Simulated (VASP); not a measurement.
# Nb (C2/c) in VASP: single point with revPBE

Aim: the single point of Nb with revPBE.

Program: VASP 6.6.1. These are calculated values, not measurements. Logs are shortened: lines on timing, memory, paths and dates and some standing lists are left out, and cuts for length are marked.

**1. The cell of the first run**

The typed cell holds 2 atoms: a = 3.051 Å, b = 3.051 Å, c = 5.154 Å, α = 97.02°, β = 97.02°, γ = 125.92°.

**2. Single point, revPBE (18.71 Å³/atom)**

INCAR

```
  PREC = Accurate
  ENCUT = 520
  EDIFF = 1E-6
  ISMEAR = -1
  SIGMA = 0.1
  LREAL = F
  LASPH = T
  NELM = 100
  ALGO = Normal
  ISIF = 2
  LWAVE = F
  LCHARG = T
  GGA = RE
  LELF = T
  LVHAR = T
  NBANDS = 20
```

KPOINTS

```
regular mesh
0
Gamma
  15 15 7
```

POSCAR

```
Nb
1.0
   -1.9213693821      1.9215388262      1.3870751397
    1.9215388262     -1.9213693821      1.3870751397
    3.5099327286      3.5099327286     -1.3867648024
Nb
2
Direct
    0.0001905207      0.9998094793      0.0000000000
    0.7498094793      0.2501905207      0.5000000000
```

Potentials or basis: VASP PAW PBE potentials, release 64 (Nb_sv).

Command:

```
$ cat potpaw_PBE.64/Nb_sv/POTCAR > POTCAR
$ mpirun -np 1 vasp_std > vasp.out
```

OUTCAR:

```text
PREC = Accurate
   ENCUT = 520
   EDIFF = 1E-6
   ISMEAR = -1
   LREAL = F
   LASPH = T
   NELM = 100
   ISIF = 2
   GGA = RE

 ion  position               nearest neighbor table
   1  0.000  1.000  0.000-   2 2.91   2 2.91   2 2.91   2 2.91
   2  0.750  0.250  0.500-   1 2.91   1 2.91   1 2.91   1 2.91

  LATTYP: Found a base centered monoclinic cell.
 ALAT       =     2.7741502897
 B/A-ratio  =     1.9590477586
 C/A-ratio  =     1.8578191839
 COS(beta)  =    -0.2689893472

  Lattice vectors:

 A1 = (  -1.9213693821,   1.9215388262,   1.3870751397)
 A2 = (   1.9215388262,  -1.9213693821,   1.3870751397)
 A3 = (   3.5099327286,   3.5099327286,  -1.3867648024)

Analysis of symmetry for initial positions (statically):
=====================================================================
 Subroutine PRICEL returns:
 Original cell was already a primitive cell.

 Routine SETGRP: Setting up the symmetry group for a
 base centered monoclinic supercell.

 Subroutine GETGRP returns: Found  4 space group operations
 (whereof  2 operations were pure point group operations)
 out of a pool of  4 trial point group operations.

The static configuration has the point symmetry C_2 .
 The point group associated with its full space group is C_2h.

Analysis of symmetry for dynamics (positions and initial velocities):
=====================================================================
 Subroutine PRICEL returns:
 Original cell was already a primitive cell.

 Routine SETGRP: Setting up the symmetry group for a
 base centered monoclinic supercell.

 Subroutine GETGRP returns: Found  4 space group operations
 (whereof  2 operations were pure point group operations)
 out of a pool of  4 trial point group operations.

The dynamic configuration has the point symmetry C_2 .
 The point group associated with its full space group is C_2h.

 Subroutine INISYM returns: Found  4 space group operations
 (whereof  2 operations are pure point group operations),
 and found     1 'primitive' translations

----------------------------------------------------------------------------------------

                                     Primitive cell

  volume of cell :      37.4196

  direct lattice vectors                    reciprocal lattice vectors
    -1.921369382  1.921538826  1.387075140    -0.058901013  0.201318577  0.360462040
     1.921538826 -1.921369382  1.387075140     0.201318577 -0.058901013  0.360462040
     3.509932729  3.509932729 -1.386764802     0.142449435  0.142449435 -0.000017402

  length of vectors
     3.050893182  3.050893182  5.153869627     0.417050813  0.417050813  0.201453924

  position of ions in fractional coordinates (direct lattice)
     0.000190521  0.999809479  1.000000000
     0.749809479  0.250190521  0.500000000

  ion indices of the primitive-cell ions
   primitive index   ion index
                 1           1
                 2           2

----------------------------------------------------------------------------------------

 KPOINTS: regular mesh

Automatic generation of k-mesh.
 Grid dimensions read from file:
 generate k-points for:   15   15    7

 Generating k-lattice:

  Cartesian coordinates                     Fractional coordinates (reciprocal lattice)
    -0.003926734  0.013421238  0.024030803     0.066666667  0.000000000  0.000000000
     0.013421238 -0.003926734  0.024030803     0.000000000  0.066666667  0.000000000
     0.020349919  0.020349919 -0.000002486     0.000000000  0.000000000  0.142857143

  Length of vectors
     0.027803388  0.027803388  0.028779132

  Shift w.r.t. Gamma in fractional coordinates (k-lattice)
     0.000000000  0.000000000  0.000000000

 Subroutine IBZKPT returns following result:
 ===========================================

 Found    424 irreducible k-points:

 Following reciprocal coordinates:
            Coordinates               Weight
  0.000000  0.000000  0.000000      1.000000
  0.066667 -0.000000 -0.000000      4.000000
  0.133333  0.000000 -0.000000      4.000000
  0.200000  0.000000 -0.000000      4.000000
  0.266667  0.000000 -0.000000      4.000000
  0.333333 -0.000000  0.000000      4.000000
[... 16 lines left out ...]
  0.133333  0.133333 -0.000000      2.000000
  0.200000  0.133333 -0.000000      4.000000
 [... further k-points ...]
   k-points           NKPTS =    424   k-points in BZ     NKDIM =    424   number of bands    NBANDS=     20
   number of dos      NEDOS =    301   number of ions     NIONS =      2
   total plane-waves  NPLWV =  23040
   dimension x,y,z NGX =    24 NGY =   24 NGZ =   40
   dimension x,y,z NGXF=    48 NGYF=   48 NGZF=   80
   ions per type =               2
   NGX,Y,Z   is equivalent  to a cutoff of  13.08, 13.08, 12.90 a.u.
   NGXF,Y,Z  is equivalent  to a cutoff of  26.16, 26.16, 25.81 a.u.
 SYSTEM =  unknown system
   PREC   = accura    normal or accurate (medium, high low for compatibility)
   ISTART =      0    job   : 0-new  1-cont  2-samecut
   ICHARG =      2    charge: 1-file 2-atom 10-const
   ISPIN  =      1    spin polarized calculation?
   LNONCOLLINEAR =      F non collinear calculations
   LSORBIT =      F    spin-orbit coupling
   LASPH  =      T    aspherical Exc in radial PAW
   ENCUT  =  520.0 eV  38.22 Ry    6.18 a.u.   5.67  5.67  9.58*2*pi/ulx,y,z
   NELM   =    100;   NELMIN=  2; NELMDL= -5     # of ELM steps
   EDIFF  = 0.1E-05   stopping-criterion for ELM
   LREAL  =      F    real-space projection
   EDIFFG = 0.1E-04   stopping-criterion for IOM
   NSW    =      0    number of steps for IOM
   IBRION =     -1    ionic relax: 0-MD 1-quasi-New 2-CG
   NFREE  =      0    steps in history (QN), initial steepest desc. (CG)
   ISIF   =      2    stress and relaxation
   ISYM   =      2    0-nonsym 1-usesym 2-fastsym
   POTIM  = 0.5000    time-step for ionic-motion
   TEBEG  =    0.0;   TEEND  =   0.0 temperature during run
   PSTRESS=    0.0 pullay stress
   NELECT =      26.0000    total number of electrons
   NUPDOWN=      -1.0000    fix difference up-down
   EMIN   =  10.00;   EMAX   =-10.00  energy-range for DOS
   EFERMI =   0.00;   METHOD = LEGACY
   ISMEAR =    -1;   SIGMA  =   0.10  broadening in eV -4-tet -1-fermi 0-gaus
   EFERMI_NEDOS =   21; number of points for ismear=-14 and -15
   IALGO  =     38    algorithm
   IMIX   =      4    mixing-type and parameters
     AMIX     =   0.40;   BMIX     =  1.00
     AMIX_MAG =   1.60;   BMIX_MAG =  1.00
  volume/ion in A,a.u.               =      18.71       126.26
  Fermi-wavevector in a.u.,A,eV,Ry     =   1.449994  2.740091 28.606011  2.102482
  Thomas-Fermi vector in A             =   2.567657
   LORBIT       =      0    0 simple, 1 ext, 2 COOP (PROOUT), +10 PAW based schemes
   GGA     = RE    functional components
   LHFCALC =     F    Hartree Fock is set to
   AEXX    =    0.0000 exact exchange contribution
   IVDW    =     0    specifies the selected vdW correction
   LEPSILON=     F    determine dielectric tensor
   LRPA    =     F    only Hartree local field effects (RPA)
 non-spin polarized calculation
  energy-cutoff  :      520.00
  volume of cell :       37.42
 maximum number of plane-waves:      1023
   NGX = 11   NGY = 11   NGZ = 19

 number of electron      26.0000001 magnetization

 Free energy of the ion-electron system (eV)
  ---------------------------------------------------
  ext. energy  EPLUGINS =         0.00000000
  ---------------------------------------------------
  free energy    TOTEN  =       -19.36983579 eV

  energy without entropy =      -19.29351181  energy(sigma->0) =      -19.33167380

 E-fermi :  10.9019     XC(G=0): -12.2460

 val. band max:       10.8996471465   @ k =  -0.1333  -0.1333   0.2857
 cond. band min:      10.9025399550   @ k =   0.2000   0.2000   0.2857
 fundamental gap:      0.0028928085
 Fermi energy:        10.9018606887

 k-point     1 :       0.0000    0.0000    0.0000
  band No.  band energies     occupation
      1     -43.7339      2.00000
      2     -43.5497      2.00000
      3     -20.3372      2.00000
      4     -19.3806      2.00000
      5     -19.1589      2.00000
      6     -19.1572      2.00000
[... 12 lines left out ...]
     19      14.4720      0.00000
     20      15.7443      0.00000

 k-point     2 :       0.0667   -0.0000   -0.0000
  band No.  band energies     occupation
      1     -43.7239      2.00000
      2     -43.5433      2.00000
      3     -20.3183      2.00000
      4     -19.3926      2.00000
      5     -19.1752      2.00000
      6     -19.1583      2.00000
[... 12 lines left out ...]
     19      14.9232      0.00000
     20      15.8345      0.00000

 k-point     3 :       0.1333    0.0000   -0.0000
  band No.  band energies     occupation
      1     -43.6955      2.00000
      2     -43.5252      2.00000
      3     -20.2644      2.00000
      4     -19.4299      2.00000
      5     -19.2493      2.00000
      6     -19.1739      2.00000
[... 12 lines left out ...]
     19      15.2517      0.00000
     20      16.4464      0.00000

 k-point     4 :       0.2000    0.0000   -0.0000
  band No.  band energies     occupation
      1     -43.6528      2.00000
      2     -43.4989      2.00000
      3     -20.1850      2.00000
      4     -19.5268      2.00000
      5     -19.4409      2.00000
      6     -19.3457      2.00000
[... 12 lines left out ...]
     19      15.1733      0.00000
     20      17.2911      0.00000

 k-point     5 :       0.2667    0.0000   -0.0000
  band No.  band energies     occupation
      1     -43.6027      2.00000
      2     -43.4692      2.00000
      3     -20.0998      2.00000
      4     -19.7623      2.00000
      5     -19.6538      2.00000
      6     -19.4443      2.00000
[... 12 lines left out ...]
     19      14.9948      0.00000
     20      17.8260      0.00000

 k-point     6 :       0.3333   -0.0000    0.0000
  band No.  band energies     occupation
      1     -43.5531      2.00000
      2     -43.4418      2.00000
      3     -20.0741      2.00000
      4     -20.0031      2.00000
      5     -19.8174      2.00000
      6     -19.4861      2.00000
[... 12 lines left out ...]
     19      14.9348      0.00000
     20      18.0409      0.00000

 k-point     7 :       0.4000    0.0000   -0.0000
  band No.  band energies     occupation
      1     -43.5125      2.00000
      2     -43.4217      2.00000
      3     -20.2218      2.00000
      4     -20.1390      2.00000
      5     -19.8246      2.00000
      6     -19.5003      2.00000
[... 12 lines left out ...]
     19      15.5876      0.00000
     20      18.1309      0.00000
[... 277 lines left out ...]
 k-point    20 :      -0.2000    0.0667    0.0000
  band No.  band energies     occupation
      1     -43.6791      2.00000
      2     -43.5198      2.00000
      3     -20.2217      2.00000
      4     -19.5177      2.00000
      5     -19.3610      2.00000
      6     -19.2145      2.00000
[... 12 lines left out ...]
     19      14.9534      0.00000
     20      17.3249      0.00000

 k-point    21 :      -0.1333    0.0667   -0.0000
  band No.  band energies     occupation
      1     -43.7120      2.00000
      2     -43.5391      2.00000
      3     -20.2870      2.00000
      4     -19.4563      2.00000
      5     -19.2546      2.00000
      6     -19.1813      2.00000
[... 12 lines left out ...]
     19      14.7503      0.00000
     20      16.5970      0.00000

 k-point    22 :      -0.0667    0.0667    0.0000
  band No.  band energies     occupation
      1     -43.7278      2.00000
      2     -43.5474      2.00000
      3     -20.3211      2.00000
      4     -19.4138      2.00000
      5     -19.1977      2.00000
      6     -19.1688      2.00000
[... 12 lines left out ...]
     19      14.4845      0.00000
     20      16.1245      0.00000

 k-point    23 :       0.1333    0.1333   -0.0000
  band No.  band energies     occupation
      1     -43.6197      2.00000
      2     -43.4741      2.00000
      3     -20.1334      2.00000
      4     -19.6732      2.00000
      5     -19.6123      2.00000
      6     -19.4357      2.00000
[... 12 lines left out ...]
     19      15.3127      0.00000
     20      17.4089      0.00000

 k-point    24 :       0.2000    0.1333   -0.0000
  band No.  band energies     occupation
      1     -43.5725      2.00000
      2     -43.4463      2.00000
      3     -20.0591      2.00000
      4     -19.9230      2.00000
      5     -19.8260      2.00000
      6     -19.4776      2.00000
[... 12 lines left out ...]
     19      15.3447      0.00000
     20      17.7771      0.00000

 [... further k-points ...]
[... 5 lines left out ...]
  --------------------------------------------------------------------------------------
  -------------------------------------------------------------------------------------
  Total       -0.0803341     -0.0803341     -0.0207584      0.0361486      0.0056278      0.0056278
  in kB       -3.4396241     -3.4396241     -0.8888012      1.5477589      0.2409613      0.2409612
  external PRESSURE =      -2.5893498 kB  Pullay stress =       0.0000000 kB

 VOLUME and BASIS-vectors are now :
 -----------------------------------------------------------------------------
  energy-cutoff  :      520.00
  volume of cell :       37.42
      direct lattice vectors                 reciprocal lattice vectors
    -1.921369382  1.921538826  1.387075140    -0.058901013  0.201318577  0.360462040
     1.921538826 -1.921369382  1.387075140     0.201318577 -0.058901013  0.360462040
     3.509932729  3.509932729 -1.386764802     0.142449435  0.142449435 -0.000017402

 POSITION                                       TOTAL-FORCE (eV/Angst)
 -----------------------------------------------------------------------------------
      1.92081     -1.92064      1.38708         0.006970     -0.006970      0.000000
      0.79506      2.71505      0.69369        -0.006970      0.006970     -0.000000
 -----------------------------------------------------------------------------------
    total drift:                               -0.000000     -0.000000      0.000000

  FREE ENERGIE OF THE ION-ELECTRON SYSTEM (eV)
  ---------------------------------------------------
  free  energy   TOTEN  =       -19.3698357903 eV

  energy  without entropy=      -19.2935118075  energy(sigma->0) =      -19.33167380
```

It took 7.8 min on 1 thread of AMD EPYC 7R43 (Zen 3), shared host; peak memory 0.32 GiB.

What came out:

- Free energy: -19.3698 eV
- Pressure: -0.3 GPa
- Largest force: 0.010 eV/Å
- Band gap on the k mesh: zero (bands 13 and 14 overlap by 2.50 eV)

Forces on the atoms (eV/Å):
```
Nb   0.007 -0.007  0.000
Nb  -0.007  0.007  0.000
```

Levels at points of the mesh, in eV from the Fermi level:
| k point | band 11 | band 12 | band 13 | band 14 | band 15 | band 16 |
| --- | --- | --- | --- | --- | --- | --- |
| (0.00, 0.00, 0.00) | -0.86 | -0.73 | 0.83 | 1.01 | 1.23 | 1.85 |

Caveat: the PAW data sets were made with another functional, which shifts forces and pressure a little.
